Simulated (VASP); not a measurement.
Write the native input for VASP 6.6.1 that does the following.

- Task: relaxation of cell and atoms
- Functional: PBE
- Potentials or basis: VASP PAW PBE potentials, release 64 (Si, Cl)
- Cutoff: 600 eV
- k mesh: 6 × 6 × 8
- Occupations: gaussian, width 0.1 eV
- Spin: no spin polarisation
- Dipole correction: no
- Further INCAR settings: ALGO = Normal; EDIFF = 1e-06; IBRION = 2; EDIFFG = -0.01; NSW = 100; ISIF = 3

The structure of SiCl5 lies in POSCAR:

```
SiCl5
1.0
    6.3535847361      0.0000000000      0.0000000000
   -3.1767923680      5.5023657865      0.0000000000
    0.0000000000      0.0000000000      4.7481819521
Si Cl
1 5
Direct
    0.3333333333      0.6666666667      0.0000000000
    0.8046936461      0.1953063539      0.5000000000
    0.8046936461      0.6093872922      0.5000000000
    0.3906127078      0.1953063539      0.5000000000
    0.0000000000      0.0000000000      0.0000000000
    0.3333333333      0.6666666667      0.5000000000
```

The input as run:

INCAR

```
  PREC = Accurate
  ENCUT = 600
  EDIFF = 1E-6
  ISMEAR = 0
  SIGMA = 0.1
  LREAL = F
  LASPH = T
  NELM = 80
  ALGO = Normal
  ISIF = 3
  LWAVE = F
  LCHARG = F
  GGA = PE
  IBRION = 2
  NSW = 100
  EDIFFG = -0.01
```

KPOINTS

```
regular mesh
0
Gamma
  6 6 8
```

Potentials or basis: VASP PAW PBE potentials, release 64 (Si, Cl).

The run is started by

```sh
$ cat potpaw_PBE.64/Si/POTCAR potpaw_PBE.64/Cl/POTCAR > POTCAR
$ mpirun -np 1 vasp_std > vasp.out
```

It gave:

| Property | Result |
| --- | --- |
| Relaxed volume | 28.14 Å³/atom |
| Relaxed cell | a = 6.419 Å, b = 6.419 Å, c = 4.732 Å, α = 90.00°, β = 90.00°, γ = 120.00° |
| Space group after relaxing (to 0.05 Å) | P-6m2 (No. 187) |
| Energy gained by relaxing | 0.6 meV/atom |
| Ionic steps | 8 |
| Pressure after relaxing | 0.0 GPa |
| Largest force after relaxing | 0.006 eV/Å |

Caveat: an odd number of electrons without spin polarisation forces a metal; a magnetic or distorted state may lie lower.

Wall time 7.3 min on 1 thread of Intel(R) Xeon(R) 6975P-C (Granite Rapids) (shared host), peak memory 0.41 GiB.
